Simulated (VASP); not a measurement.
# WS2 in VASP: notebook

WS2 is run at these levels: PBEsol; tasks: single point.

Program: VASP 6.6.1. These are calculated values, not measurements. Logs are shortened: lines on timing, memory, paths and dates and some standing lists are left out, and cuts for length are marked.

### 1 The cell of the first run

The cell holds a slab with vacuum, 6 atoms: a = 3.188 Å, b = 3.188 Å, c = 22.039 Å, α = 90.00°, β = 90.00°, γ = 120.00°.

### 2 Single point, PBEsol (32.33 Å³/atom)

File INCAR:

```
ALGO = Normal
EDIFF = 1E-6
ENCUT = 520
GGA = PS
ISIF = 2
ISMEAR = 0
LASPH = True
LCHARG = False
LREAL = False
LWAVE = False
NBANDS = 35
NELM = 60
PREC = Accurate
SIGMA = 0.05
```

File KPOINTS:

```
k-points
0
Gamma
  12 12 2
```

File POSCAR:

```
WS2
1.0
    3.1878363484      0.0000000000      0.0000000000
   -1.5939181742      2.7607472609      0.0000000000
    0.0000000000      0.0000000000     22.0391065948
W S
2 4
Direct
    0.3333333333      0.6666666667      0.6345659624
    0.6666666667      0.3333333333      0.3654340376
    0.3333333333      0.6666666667      0.2989660749
    0.6666666667      0.3333333333      0.5680485953
    0.3333333333      0.6666666667      0.4319514047
    0.6666666667      0.3333333333      0.7010339251
```

Potentials or basis: VASP PAW PBE potentials, release 64 (W_sv, S).

Run with:

```
$ cat potpaw_PBE.64/W_sv/POTCAR potpaw_PBE.64/S/POTCAR > POTCAR
$ mpirun -np 1 vasp_std > vasp.out
```

OUTCAR:

```text
EDIFF = 1E-6
   ENCUT = 520
   GGA = PS
   ISIF = 2
   ISMEAR = 0
   LASPH = True
   LREAL = False
   NELM = 60
   PREC = Accurate

 ion  position               nearest neighbor table
   1  0.333  0.667  0.635-   6 2.35   6 2.35   6 2.35   4 2.35   4 2.35   4 2.35
   2  0.667  0.333  0.365-   3 2.35   3 2.35   3 2.35   5 2.35   5 2.35   5 2.35
   3  0.333  0.667  0.299-   2 2.35   2 2.35   2 2.35
   4  0.667  0.333  0.568-   1 2.35   1 2.35   1 2.35
   5  0.333  0.667  0.432-   2 2.35   2 2.35   2 2.35
   6  0.667  0.333  0.701-   1 2.35   1 2.35   1 2.35

  LATTYP: Found a hexagonal cell.
 ALAT       =     3.1878363484
 C/A-ratio  =     6.9135000000

  Lattice vectors:

 A1 = (   3.1878363484,   0.0000000000,   0.0000000000)
 A2 = (  -1.5939181742,   2.7607472609,   0.0000000000)
 A3 = (   0.0000000000,   0.0000000000,  22.0391065948)

Analysis of symmetry for initial positions (statically):
=====================================================================
 Subroutine PRICEL returns:
 Original cell was already a primitive cell.

 Routine SETGRP: Setting up the symmetry group for a
 hexagonal supercell.

 Subroutine GETGRP returns: Found 12 space group operations
 (whereof 12 operations were pure point group operations)
 out of a pool of 24 trial point group operations.

The static configuration has the point symmetry D_3d.

Analysis of symmetry for dynamics (positions and initial velocities):
=====================================================================
 Subroutine PRICEL returns:
 Original cell was already a primitive cell.

 Routine SETGRP: Setting up the symmetry group for a
 hexagonal supercell.

 Subroutine GETGRP returns: Found 12 space group operations
 (whereof 12 operations were pure point group operations)
 out of a pool of 24 trial point group operations.

The dynamic configuration has the point symmetry D_3d.

 Subroutine INISYM returns: Found 12 space group operations
 (whereof 12 operations are pure point group operations),
 and found     1 'primitive' translations

----------------------------------------------------------------------------------------

                                     Primitive cell

  volume of cell :     193.9620

  direct lattice vectors                    reciprocal lattice vectors
     3.187836348  0.000000000  0.000000000     0.313692389  0.181110385  0.000000000
    -1.593918174  2.760747261  0.000000000     0.000000000  0.362220771  0.000000000
     0.000000000  0.000000000 22.039106595     0.000000000  0.000000000  0.045373890

  length of vectors
     3.187836348  3.187836348 22.039106595     0.362220771  0.362220771  0.045373890

  position of ions in fractional coordinates (direct lattice)
     0.333333333  0.666666667  0.634565962
     0.666666667  0.333333333  0.365434038
     0.333333333  0.666666667  0.298966075
     0.666666667  0.333333333  0.568048595
     0.333333333  0.666666667  0.431951405
     0.666666667  0.333333333  0.701033925

  ion indices of the primitive-cell ions
   primitive index   ion index
                 1           1
                 2           2
                 3           3
                 4           4
                 5           5
                 6           6

----------------------------------------------------------------------------------------

 KPOINTS: k-points

Automatic generation of k-mesh.
 Grid dimensions read from file:
 generate k-points for:   12   12    2

 Generating k-lattice:

  Cartesian coordinates                     Fractional coordinates (reciprocal lattice)
     0.026141032  0.015092532  0.000000000     0.083333333  0.000000000  0.000000000
     0.000000000  0.030185064  0.000000000     0.000000000  0.083333333  0.000000000
     0.000000000  0.000000000  0.022686945     0.000000000  0.000000000  0.500000000

  Length of vectors
     0.030185064  0.030185064  0.022686945

  Shift w.r.t. Gamma in fractional coordinates (k-lattice)
     0.000000000  0.000000000  0.000000000

 Subroutine IBZKPT returns following result:
 ===========================================

 Found     38 irreducible k-points:

 Following reciprocal coordinates:
            Coordinates               Weight
  0.000000  0.000000  0.000000      1.000000
  0.083333  0.000000  0.000000      6.000000
  0.166667  0.000000  0.000000      6.000000
  0.250000  0.000000  0.000000      6.000000
  0.333333  0.000000  0.000000      6.000000
  0.416667  0.000000  0.000000      6.000000
[... 16 lines left out ...]
  0.250000  0.000000  0.500000      6.000000
  0.333333  0.000000  0.500000      6.000000
 [... further k-points ...]
   k-points           NKPTS =     38   k-points in BZ     NKDIM =     38   number of bands    NBANDS=     35
   number of dos      NEDOS =    301   number of ions     NIONS =      6
   total plane-waves  NPLWV =  96768
   dimension x,y,z NGX =    24 NGY =   24 NGZ =  168
   dimension x,y,z NGXF=    48 NGYF=   48 NGZF=  336
   ions per type =               2   4
   NGX,Y,Z   is equivalent  to a cutoff of  12.52, 12.52, 12.67 a.u.
   NGXF,Y,Z  is equivalent  to a cutoff of  25.03, 25.03, 25.35 a.u.
 SYSTEM =  unknown system
   PREC   = accura    normal or accurate (medium, high low for compatibility)
   ISTART =      0    job   : 0-new  1-cont  2-samecut
   ICHARG =      2    charge: 1-file 2-atom 10-const
   ISPIN  =      1    spin polarized calculation?
   LNONCOLLINEAR =      F non collinear calculations
   LSORBIT =      F    spin-orbit coupling
   LASPH  =      T    aspherical Exc in radial PAW
   ENCUT  =  520.0 eV  38.22 Ry    6.18 a.u.   5.93  5.93 40.98*2*pi/ulx,y,z
   NELM   =     60;   NELMIN=  2; NELMDL= -5     # of ELM steps
   EDIFF  = 0.1E-05   stopping-criterion for ELM
   LREAL  =      F    real-space projection
   EDIFFG = 0.1E-04   stopping-criterion for IOM
   NSW    =      0    number of steps for IOM
   IBRION =     -1    ionic relax: 0-MD 1-quasi-New 2-CG
   NFREE  =      0    steps in history (QN), initial steepest desc. (CG)
   ISIF   =      2    stress and relaxation
   ISYM   =      2    0-nonsym 1-usesym 2-fastsym
   POTIM  = 0.5000    time-step for ionic-motion
   TEBEG  =    0.0;   TEEND  =   0.0 temperature during run
   PSTRESS=    0.0 pullay stress
   NELECT =      52.0000    total number of electrons
   NUPDOWN=      -1.0000    fix difference up-down
   EMIN   =  10.00;   EMAX   =-10.00  energy-range for DOS
   EFERMI =   0.00;   METHOD = LEGACY
   ISMEAR =     0;   SIGMA  =   0.05  broadening in eV -4-tet -1-fermi 0-gaus
   EFERMI_NEDOS =   21; number of points for ismear=-14 and -15
   IALGO  =     38    algorithm
   IMIX   =      4    mixing-type and parameters
     AMIX     =   0.40;   BMIX     =  1.00
     AMIX_MAG =   1.60;   BMIX_MAG =  1.00
  volume/ion in A,a.u.               =      32.33       218.15
  Fermi-wavevector in a.u.,A,eV,Ry     =   1.055611  1.994815 15.161158  1.114314
  Thomas-Fermi vector in A             =   2.190815
   LORBIT       =      0    0 simple, 1 ext, 2 COOP (PROOUT), +10 PAW based schemes
   GGA     = PS    functional components
   LHFCALC =     F    Hartree Fock is set to
   AEXX    =    0.0000 exact exchange contribution
   IVDW    =     0    specifies the selected vdW correction
   LEPSILON=     F    determine dielectric tensor
   LRPA    =     F    only Hartree local field effects (RPA)
 non-spin polarized calculation
 Gauss-broadening in eV      SIGMA  =   0.05
  energy-cutoff  :      520.00
  volume of cell :      193.96
 maximum number of plane-waves:      5263
 NGX is ok and might be reduce to    24
   NGX = 11   NGY = 11   NGZ = 81

 number of electron      52.0000003 magnetization

 Free energy of the ion-electron system (eV)
  ---------------------------------------------------
  ext. energy  EPLUGINS =         0.00000000
  ---------------------------------------------------
  free energy    TOTEN  =       -50.14894382 eV

  energy without entropy =      -50.14894382  energy(sigma->0) =      -50.14894382

 E-fermi :   2.1625     XC(G=0):  -6.4436

 val. band max:        1.9437683352   @ k =   0.0000   0.0000   0.5000
 cond. band min:       2.4344178445   @ k =   0.3333   0.3333   0.5000
 fundamental gap:      0.4906495093
 Fermi energy:         2.1624939953

 k-point     1 :       0.0000    0.0000    0.0000
  band No.  band energies     occupation
      1     -72.8208      2.00000
      2     -72.8207      2.00000
      3     -37.1067      2.00000
      4     -37.1067      2.00000
      5     -36.9911      2.00000
      6     -36.9911      2.00000
[... 27 lines left out ...]
     34       4.5029      0.00000
     35       6.0683      0.00000

 k-point     2 :       0.0833    0.0000    0.0000
  band No.  band energies     occupation
      1     -72.8196      2.00000
      2     -72.8196      2.00000
      3     -37.1022      2.00000
      4     -37.1022      2.00000
      5     -37.0155      2.00000
      6     -37.0155      2.00000
[... 27 lines left out ...]
     34       4.3851      0.00000
     35       6.5013      0.00000

 k-point     3 :       0.1667    0.0000    0.0000
  band No.  band energies     occupation
      1     -72.8164      2.00000
      2     -72.8164      2.00000
      3     -37.0900      2.00000
      4     -37.0900      2.00000
      5     -37.0815      2.00000
      6     -37.0815      2.00000
[... 27 lines left out ...]
     34       4.8056      0.00000
     35       7.0011      0.00000
[... 723 lines left out ...]
 k-point    23 :       0.2500    0.0000    0.5000
  band No.  band energies     occupation
      1     -72.8121      2.00000
      2     -72.8121      2.00000
      3     -37.1705      2.00000
      4     -37.1705      2.00000
      5     -37.0732      2.00000
      6     -37.0732      2.00000
[... 27 lines left out ...]
     34       5.4746      0.00000
     35       7.5878      0.00000

 k-point    24 :       0.3333    0.0000    0.5000
  band No.  band energies     occupation
      1     -72.8078      2.00000
      2     -72.8078      2.00000
      3     -37.2580      2.00000
      4     -37.2580      2.00000
      5     -37.0564      2.00000
      6     -37.0564      2.00000
[... 27 lines left out ...]
     34       6.0051      0.00000
     35       7.6423      0.00000

 [... further k-points ...]
[... 5 lines left out ...]
  --------------------------------------------------------------------------------------
  -------------------------------------------------------------------------------------
  Total        2.0652309      2.0652309     11.8597723     -0.0000000      0.0000000      0.0000000
  in kB       17.0593525     17.0593525     97.9648501     -0.0000000      0.0000000      0.0000000
  external PRESSURE =      44.0278517 kB  Pullay stress =       0.0000000 kB

 VOLUME and BASIS-vectors are now :
 -----------------------------------------------------------------------------
  energy-cutoff  :      520.00
  volume of cell :      193.96
      direct lattice vectors                 reciprocal lattice vectors
     3.187836348  0.000000000  0.000000000     0.313692389  0.181110385  0.000000000
    -1.593918174  2.760747261  0.000000000     0.000000000  0.362220771  0.000000000
     0.000000000  0.000000000 22.039106595     0.000000000  0.000000000  0.045373890

 POSITION                                       TOTAL-FORCE (eV/Angst)
 -----------------------------------------------------------------------------------
     -0.00000      1.84050     13.98527         0.000000      0.000000      0.014941
      1.59392      0.92025      8.05384         0.000000     -0.000000     -0.014941
     -0.00000      1.84050      6.58895        -0.000000      0.000000     -1.983769
      1.59392      0.92025     12.51928        -0.000000      0.000000     -1.917434
     -0.00000      1.84050      9.51982         0.000000     -0.000000      1.917434
      1.59392      0.92025     15.45016         0.000000     -0.000000      1.983769
 -----------------------------------------------------------------------------------
    total drift:                                0.000000     -0.000000      0.000000

  FREE ENERGIE OF THE ION-ELECTRON SYSTEM (eV)
  ---------------------------------------------------
  free  energy   TOTEN  =       -50.1489438204 eV

  energy  without entropy=      -50.1489438204  energy(sigma->0) =      -50.14894382
```

Wall time 5.2 min (1 thread of Intel Xeon Platinum 8488C (Sapphire Rapids), shared host); peak memory 0.41 GiB.

What came out:

```
Free energy            : -50.1489 eV
Largest force          : 1.984 eV/Å
Band gap on the k mesh : 0.49 eV (least direct gap 1.49 eV)
```

Forces on the atoms (eV/Å):
```
W    0.000  0.000  0.015
W    0.000  0.000 -0.015
S    0.000  0.000 -1.984
S    0.000  0.000 -1.917
S    0.000  0.000  1.917
S    0.000  0.000  1.984
```

Caveat: there is no dipole correction, which matters where the two faces differ; the PAW data sets were made with another functional, which shifts forces and pressure a little; spin-orbit coupling is left out, which moves the levels of the heavy elements.

### 3 Single point, PBEsol (32.33 Å³/atom)

File INCAR:

```
SYSTEM = WS2
ALGO = Normal
EDIFF = 1E-7
ENCUT = 520
GGA = PS
ISIF = 2
ISMEAR = 0
LASPH = .TRUE.
LCHARG = .FALSE.
LREAL = .FALSE.
LWAVE = .FALSE.
NBANDS = 35
NELM = 60
PREC = Accurate
SIGMA = 0.05
```

File KPOINTS:

```
k-points
0
G
  12 12 2
  0 0 0
```

Changes to POSCAR since step 2:

```diff
@@ -2,5 +2,5 @@
 1.0
-    3.1878363484      0.0000000000      0.0000000000
-   -1.5939181742      2.7607472609      0.0000000000
-    0.0000000000      0.0000000000     22.0391065948
+    3.0214867553      0.0000000000      0.0000000000
+   -1.5107433776      2.6166842873      0.0000000000
+    0.0000000000      0.0000000000     24.5326595612
 W S
```

Potentials or basis: VASP PAW PBE potentials, release 64 (W_sv, S).

Run with:

```
$ cat potpaw_PBE.64/W_sv/POTCAR potpaw_PBE.64/S/POTCAR > POTCAR
$ mpirun -np 1 vasp_std > vasp.out
```

OUTCAR:

```text
SYSTEM = WS2
   EDIFF = 1E-7
   ENCUT = 520
   GGA = PS
   ISIF = 2
   ISMEAR = 0
   LASPH = .TRUE.
   LREAL = .FALSE.
   NELM = 60
   PREC = Accurate

 ion  position               nearest neighbor table
   1  0.333  0.667  0.635-   6 2.39   6 2.39   6 2.39   4 2.39   4 2.39   4 2.39
   2  0.667  0.333  0.365-   3 2.39   3 2.39   3 2.39   5 2.39   5 2.39   5 2.39
   3  0.333  0.667  0.299-   2 2.39   2 2.39   2 2.39
   4  0.667  0.333  0.568-   1 2.39   1 2.39   1 2.39
   5  0.333  0.667  0.432-   2 2.39   2 2.39   2 2.39
   6  0.667  0.333  0.701-   1 2.39   1 2.39   1 2.39

  LATTYP: Found a hexagonal cell.
 ALAT       =     3.0214867553
 C/A-ratio  =     8.1194000001

  Lattice vectors:

 A1 = (   3.0214867553,   0.0000000000,   0.0000000000)
 A2 = (  -1.5107433776,   2.6166842873,   0.0000000000)
 A3 = (   0.0000000000,   0.0000000000,  24.5326595612)

Analysis of symmetry for initial positions (statically):
=====================================================================
 Subroutine PRICEL returns:
 Original cell was already a primitive cell.

 Routine SETGRP: Setting up the symmetry group for a
[... 173 lines left out ...]
  free energy    TOTEN  =       -50.16863929 eV

  energy without entropy =      -50.16863929  energy(sigma->0) =      -50.16863929

 E-fermi :   1.6033     XC(G=0):  -6.3230

 val. band max:        1.2250892378   @ k =   0.3333   0.3333   0.5000
 cond. band min:       2.6857064596   @ k =   0.1667   0.1667   0.5000
 fundamental gap:      1.4606172218
 Fermi energy:         1.6033136442

 k-point     1 :       0.0000    0.0000    0.0000
  band No.  band energies     occupation
      1     -72.5795      2.00000
      2     -72.5795      2.00000
      3     -36.9560      2.00000
      4     -36.9560      2.00000
      5     -36.5858      2.00000
      6     -36.5858      2.00000
[... 901 lines left out ...]
     34       6.0229      0.00000
     35       7.8552      0.00000

 [... further k-points ...]
[... 5 lines left out ...]
  --------------------------------------------------------------------------------------
  -------------------------------------------------------------------------------------
  Total        7.8599031      7.8599031     -2.1653507      0.0000000     -0.0000000      0.0000000
  in kB       64.9248745     64.9248745    -17.8863683      0.0000000     -0.0000000      0.0000000
  external PRESSURE =      37.3211269 kB  Pullay stress =       0.0000000 kB

 VOLUME and BASIS-vectors are now :
 -----------------------------------------------------------------------------
  energy-cutoff  :      520.00
  volume of cell :      193.96
      direct lattice vectors                 reciprocal lattice vectors
     3.021486755  0.000000000  0.000000000     0.330962894  0.191081516  0.000000000
    -1.510743378  2.616684287  0.000000000     0.000000000  0.382163032  0.000000000
     0.000000000  0.000000000 24.532659561     0.000000000  0.000000000  0.040761989

 POSITION                                       TOTAL-FORCE (eV/Angst)
 -----------------------------------------------------------------------------------
     -0.00000      1.74446     15.56759         0.000000      0.000000     -0.003498
      1.51074      0.87223      8.96507        -0.000000      0.000000      0.003498
     -0.00000      1.74446      7.33443        -0.000000     -0.000000      0.313496
      1.51074      0.87223     13.93574        -0.000000     -0.000000      0.303299
     -0.00000      1.74446     10.59692         0.000000      0.000000     -0.303299
      1.51074      0.87223     17.19823         0.000000     -0.000000     -0.313496
 -----------------------------------------------------------------------------------
    total drift:                               -0.000000     -0.000000      0.000000

  FREE ENERGIE OF THE ION-ELECTRON SYSTEM (eV)
  ---------------------------------------------------
  free  energy   TOTEN  =       -50.1686392924 eV

  energy  without entropy=      -50.1686392924  energy(sigma->0) =      -50.16863929
```

stdout:

```text
POSCAR found type information on POSCAR W S
 POSCAR found :  2 types and       6 ions
 scaLAPACK will be used
 -----------------------------------------------------------------------------
|                                                                             |
|                                                                             |
|     You enforced a specific xc type in the INCAR file but a different       |
|     I HOPE YOU KNOW WHAT YOU ARE DOING!                                     |
|                                                                             |
 -----------------------------------------------------------------------------

 LDA part: xc-table for (Slater+PW92), standard interpolation
 POSCAR, INCAR and KPOINTS ok, starting setup
 FFT: planning ... GRIDC
 FFT: planning ... GRID_SOFT
 FFT: planning ... GRID
 WAVECAR not read
 entering main loop
```

Wall time 6.1 min (1 thread of Intel Xeon Platinum 8488C (Sapphire Rapids), shared host); peak memory 0.43 GiB.

Results:

| Property | Result |
| --- | --- |
| Free energy | -50.1686 eV |
| Largest force | 0.313 eV/Å |
| Band gap on the k mesh | 1.46 eV (least direct gap 2.35 eV) |

Forces on the atoms (eV/Å):
```
W    0.000  0.000 -0.003
W    0.000  0.000  0.003
S    0.000  0.000  0.313
S    0.000  0.000  0.303
S    0.000  0.000 -0.303
S    0.000  0.000 -0.313
```

Levels at points of the mesh, in eV from the valence-band top:
```tsv
k point	band 23	band 24	band 25	band 26	band 27	band 28	band 29	band 30
(0.00, 0.00, 0.00)	-1.09	-1.09	-1.03	-0.43	3.26	3.26	3.30	3.30
(0.50, 0.00, 0.00)	-1.14	-1.14	-0.83	-0.78	3.33	3.54	3.66	3.67
(0.00, 0.00, 0.50)	-1.09	-1.09	-1.03	-0.43	3.26	3.26	3.30	3.30
(0.50, 0.00, 0.50)	-1.14	-1.14	-0.83	-0.78	3.33	3.54	3.66	3.67
```

Caveat: there is no dipole correction, which matters where the two faces differ; the PAW data sets were made with another functional, which shifts forces and pressure a little; spin-orbit coupling is left out, which moves the levels of the heavy elements.
